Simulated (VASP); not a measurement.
# SrO in VASP: a series of runs, part 4 of 4

VASP 6.6.1. Earlier steps stand in the parts before.

**5. Electric field gradients, PBE**

Contents of INCAR:

```
SYSTEM = SrO
PREC = Accurate
ENCUT = 520
EDIFF = 1E-8
ISMEAR = -1
SIGMA = 0.02
LREAL = .FALSE.
LASPH = .TRUE.
NELM = 60
ALGO = Normal
ISIF = 2
LWAVE = .FALSE.
LCHARG = .FALSE.
GGA = PE
LEFG = .TRUE.
NBANDS = 15
```

Contents of KPOINTS:

```
Automatic mesh
0
G
  8 8 8
  0 0 0
```

Contents of POSCAR:

```
SrO
1.0
    0.0000000000      2.5698000000      2.5698000000
    2.5698000000      0.0000000000      2.5698000000
    2.5698000000      2.5698000000      0.0000000000
Sr O
1 1
Direct
    0.0000000000      0.0000000000      0.0000000000
    0.5000000000      0.5000000000      0.5000000000
```

Potentials or basis: VASP PAW PBE potentials, release 64 (Sr_sv, O).

Command:

```console
> cat potpaw_PBE.64/Sr_sv/POTCAR potpaw_PBE.64/O/POTCAR > POTCAR
> mpirun -np 1 vasp_std > vasp.out
```

OUTCAR:

```text
SYSTEM = SrO
   PREC = Accurate
   ENCUT = 520
   EDIFF = 1E-8
   ISMEAR = -1
   LREAL = .FALSE.
   LASPH = .TRUE.
   NELM = 60
   ISIF = 2
   GGA = PE

 ion  position               nearest neighbor table
   1  0.000  0.000  0.000-   2 2.57   2 2.57   2 2.57   2 2.57   2 2.57   2 2.57
   2  0.500  0.500  0.500-   1 2.57   1 2.57   1 2.57   1 2.57   1 2.57   1 2.57

  LATTYP: Found a face centered cubic cell.
 ALAT       =     5.1396000000

  Lattice vectors:

 A1 = (   0.0000000000,   2.5698000000,   2.5698000000)
 A2 = (   2.5698000000,   0.0000000000,   2.5698000000)
 A3 = (   2.5698000000,   2.5698000000,   0.0000000000)

Analysis of symmetry for initial positions (statically):
=====================================================================
 Subroutine PRICEL returns:
 Original cell was already a primitive cell.

 Routine SETGRP: Setting up the symmetry group for a
 face centered cubic supercell.

 Subroutine GETGRP returns: Found 48 space group operations
 (whereof 48 operations were pure point group operations)
 out of a pool of 48 trial point group operations.

The static configuration has the point symmetry O_h .

Analysis of symmetry for dynamics (positions and initial velocities):
=====================================================================
 Subroutine PRICEL returns:
 Original cell was already a primitive cell.

 Routine SETGRP: Setting up the symmetry group for a
 face centered cubic supercell.

 Subroutine GETGRP returns: Found 48 space group operations
 (whereof 48 operations were pure point group operations)
 out of a pool of 48 trial point group operations.

The dynamic configuration has the point symmetry O_h .

 Subroutine INISYM returns: Found 48 space group operations
 (whereof 48 operations are pure point group operations),
 and found     1 'primitive' translations

----------------------------------------------------------------------------------------

                                     Primitive cell

  volume of cell :      33.9413

  direct lattice vectors                    reciprocal lattice vectors
     0.000000000  2.569800000  2.569800000    -0.194567671  0.194567671  0.194567671
     2.569800000  0.000000000  2.569800000     0.194567671 -0.194567671  0.194567671
     2.569800000  2.569800000  0.000000000     0.194567671  0.194567671 -0.194567671

  length of vectors
     3.634246013  3.634246013  3.634246013     0.337001091  0.337001091  0.337001091

  position of ions in fractional coordinates (direct lattice)
     0.000000000  0.000000000  0.000000000
     0.500000000  0.500000000  0.500000000

  ion indices of the primitive-cell ions
   primitive index   ion index
                 1           1
                 2           2

----------------------------------------------------------------------------------------

 KPOINTS: Automatic mesh

Automatic generation of k-mesh.
 Grid dimensions read from file:
 generate k-points for:    8    8    8

 Generating k-lattice:

  Cartesian coordinates                     Fractional coordinates (reciprocal lattice)
[... 75 lines left out ...]
   ISMEAR =    -1;   SIGMA  =   0.02  broadening in eV -4-tet -1-fermi 0-gaus
   EFERMI_NEDOS =   21; number of points for ismear=-14 and -15
   IALGO  =     38    algorithm
   IMIX   =      4    mixing-type and parameters
     AMIX     =   0.40;   BMIX     =  1.00
     AMIX_MAG =   1.60;   BMIX_MAG =  1.00
  volume/ion in A,a.u.               =      16.97       114.52
  Fermi-wavevector in a.u.,A,eV,Ry     =   1.274106  2.407711 22.086959  1.623346
  Thomas-Fermi vector in A             =   2.406892
   LORBIT       =      0    0 simple, 1 ext, 2 COOP (PROOUT), +10 PAW based schemes
   GGA     = PE    functional components
   LHFCALC =     F    Hartree Fock is set to
   AEXX    =    0.0000 exact exchange contribution
   IVDW    =     0    specifies the selected vdW correction
   LEPSILON=     F    determine dielectric tensor
   LRPA    =     F    only Hartree local field effects (RPA)
 non-spin polarized calculation
  energy-cutoff  :      520.00
  volume of cell :       33.94
 maximum number of plane-waves:       941
   NGX = 13   NGY = 13   NGZ = 13

 number of electron      15.9999997 magnetization

 Free energy of the ion-electron system (eV)
  ---------------------------------------------------
  ext. energy  EPLUGINS =         0.00000000
  ---------------------------------------------------
  free energy    TOTEN  =       -12.04032969 eV

  energy without entropy =      -12.04032969  energy(sigma->0) =      -12.04032969

 E-fermi :   2.0782     XC(G=0): -10.0330

 val. band max:        1.6701004041   @ k =   0.0000   0.0000   0.0000
 cond. band min:       4.9340641510   @ k =   0.5000   0.5000   0.0000
 fundamental gap:      3.2639637470
 Fermi energy:         2.0781548119

 k-point     1 :       0.0000    0.0000    0.0000
  band No.  band energies     occupation
      1     -30.7141      2.00000
      2     -13.4223      2.00000
      3     -12.3505      2.00000
      4     -12.3505      2.00000
      5     -12.3505      2.00000
      6       1.6701      2.00000
      7       1.6701      2.00000
      8       1.6701      2.00000
      9       5.6633      0.00000
     10       7.8838      0.00000
     11       7.8838      0.00000
     12       7.8838      0.00000
     13      10.0540      0.00000
     14      10.0540      0.00000
[... 401 lines left out ...]
      2     -14.6260      2.00000
      3     -12.7395      2.00000
      4     -12.5801      2.00000
      5     -11.5175      2.00000
      6       0.0942      2.00000
      7       0.8042      2.00000
      8       0.8827      2.00000
      9       8.0429      0.00000
     10       8.4086      0.00000
     11      10.9853      0.00000
     12      11.1707      0.00000
     13      13.2708      0.00000
     14      14.6078      0.00000
     15      15.0405      0.00000

 [... further k-points ...]
[... 5 lines left out ...]
  --------------------------------------------------------------------------------------
  -------------------------------------------------------------------------------------
  Total        0.7433987      0.7433987      0.7433987      0.0000000      0.0000000     -0.0000000
  in kB       35.0916989     35.0916989     35.0916989      0.0000000      0.0000000     -0.0000000
  external PRESSURE =      35.0916989 kB  Pullay stress =       0.0000000 kB

 VOLUME and BASIS-vectors are now :
 -----------------------------------------------------------------------------
  energy-cutoff  :      520.00
  volume of cell :       33.94
      direct lattice vectors                 reciprocal lattice vectors
     0.000000000  2.569800000  2.569800000    -0.194567671  0.194567671  0.194567671
     2.569800000  0.000000000  2.569800000     0.194567671 -0.194567671  0.194567671
     2.569800000  2.569800000  0.000000000     0.194567671  0.194567671 -0.194567671

 POSITION                                       TOTAL-FORCE (eV/Angst)
 -----------------------------------------------------------------------------------
      0.00000      0.00000      0.00000         0.000000     -0.000000     -0.000000
      2.56980      2.56980      2.56980        -0.000000      0.000000      0.000000
 -----------------------------------------------------------------------------------
    total drift:                                0.000000      0.000000      0.000000

  FREE ENERGIE OF THE ION-ELECTRON SYSTEM (eV)
  ---------------------------------------------------
  free  energy   TOTEN  =       -12.0403296917 eV

  energy  without entropy=      -12.0403296917  energy(sigma->0) =      -12.04032969

 Electric field gradients (V/A^2)
---------------------------------------------------------------------
 ion       V_xx      V_yy      V_zz      V_xy      V_xz      V_yz
---------------------------------------------------------------------
   1       0.000    -0.000     0.000     0.000     0.000     0.000
   2       0.000     0.000    -0.000    -0.001    -0.001    -0.001
---------------------------------------------------------------------

 Electric field gradients after diagonalization (V/A^2)
 (convention: |V_zz| > |V_xx| > |V_yy|)
----------------------------------------------------------------------
 ion       V_xx      V_yy      V_zz     asymmetry (V_yy - V_xx)/ V_zz
----------------------------------------------------------------------
   1      -0.000    -0.000     0.000       0.000
   2       0.001     0.001    -0.001       0.000
----------------------------------------------------------------------

           NMR quadrupolar parameters

 Cq : quadrupolar parameter    Cq=e*Q*V_zz/h
 eta: asymmetry parameters     (V_yy - V_xx)/ V_zz
 Q  : nuclear electric quadrupole moment in mb (millibarn)
----------------------------------------------------------------------
 ion       Cq(MHz)       eta       Q (mb)
----------------------------------------------------------------------
   1       0.000       0.000       1.000
   2      -0.000       0.000       1.000
----------------------------------------------------------------------
```

OSZICAR:

```text
N       E                     dE             d eps       ncg     rms          rms(c)
DAV:   1     0.668346957190E+02    0.66835E+02   -0.85181E+03   870   0.105E+03
DAV:   2    -0.109625051696E+02   -0.77797E+02   -0.70954E+02  1222   0.216E+02
DAV:   3    -0.141721652134E+02   -0.32097E+01   -0.31922E+01  1046   0.396E+01
DAV:   4    -0.142420792880E+02   -0.69914E-01   -0.69905E-01  1126   0.583E+00
DAV:   5    -0.142436246593E+02   -0.15454E-02   -0.15454E-02  1077   0.648E-01    0.165E+01
DAV:   6    -0.121875879817E+02    0.20560E+01   -0.66528E+00   891   0.195E+01    0.194E+01
DAV:   7    -0.120490769835E+02    0.13851E+00   -0.29458E-01  1003   0.483E+00    0.113E+01
DAV:   8    -0.120383038145E+02    0.10773E-01   -0.11767E-01  1094   0.342E+00    0.442E-01
DAV:   9    -0.120397076926E+02   -0.14039E-02   -0.57285E-03  1106   0.479E-01    0.232E-01
DAV:  10    -0.120401701159E+02   -0.46242E-03   -0.44220E-04   968   0.196E-01    0.838E-02
DAV:  11    -0.120403117710E+02   -0.14166E-03   -0.13908E-04   926   0.872E-02    0.270E-02
DAV:  12    -0.120403298871E+02   -0.18116E-04   -0.27519E-05   940   0.385E-02    0.218E-02
DAV:  13    -0.120403299605E+02   -0.73438E-07   -0.14501E-06   961   0.105E-02    0.330E-03
DAV:  14    -0.120403296921E+02    0.26844E-06   -0.12362E-07  1164   0.264E-03    0.233E-03
DAV:  15    -0.120403296917E+02    0.40723E-09   -0.74467E-09   765   0.817E-04
   1 F= -.12040330E+02 E0= -.12040330E+02  d E =-.822704E-11
```

stdout:

```text
POSCAR found type information on POSCAR SrO
 POSCAR found :  2 types and       2 ions
 scaLAPACK will be used
 LDA part: xc-table for (Slater+PW92), standard interpolation
 POSCAR, INCAR and KPOINTS ok, starting setup
 FFT: planning ... GRIDC
 FFT: planning ... GRID_SOFT
 FFT: planning ... GRID
 WAVECAR not read
 entering main loop
ion   1

ion   2
```

It took 21 s on 1 thread of Intel Xeon 6975P-C, shared host; peak memory 0.16 GiB.

What came out:

```yaml
Free_energy: -12.0403 eV
Pressure: 3.5 GPa
Band_gap_on_the_k_mesh: 3.26 eV, indirect (least direct gap 3.35 eV)
```

Levels at points of the mesh, in eV from the valence-band top:
```tsv
k point	band 5	band 6	band 7	band 8	band 9	band 10	band 11	band 12
(0.00, 0.00, 0.00)	-14.02	0.00	0.00	0.00	3.99	6.21	6.21	6.21
(0.50, 0.00, 0.00)	-12.83	-2.17	-1.14	-1.14	6.56	8.47	8.85	8.85
(0.50, 0.50, 0.00)	-14.39	-0.43	-0.09	-0.09	3.26	7.81	10.18	10.40
```

Caveat: without QUAD_EFG the Cq values of the log hold for a quadrupole moment of 1 mb, not for the nuclei. A k mesh can miss the band edges.

**6. Summary**

```csv
cell,gap on the mesh (eV),pressure (GPa)
"a = 3.653 Å, angles 59.3°, 2 atoms",3.25,3.5
"a = 3.690 Å, angles 58.0°, 2 atoms",3.21,3.5
"a = 3.634 Å, angles 60.0°, 2 atoms",3.26,3.5
```

Alike in all rows: task electric field gradients; level PBE; potentials or basis VASP PAW PBE potentials, release 64 (Sr_sv, O); no spin polarisation; k mesh 8 × 8 × 8; cutoff (eV) 520; smearing fermi-dirac 0.02 eV.

Total energies depend on the potentials used, so only differences within one code and one set of settings carry meaning.
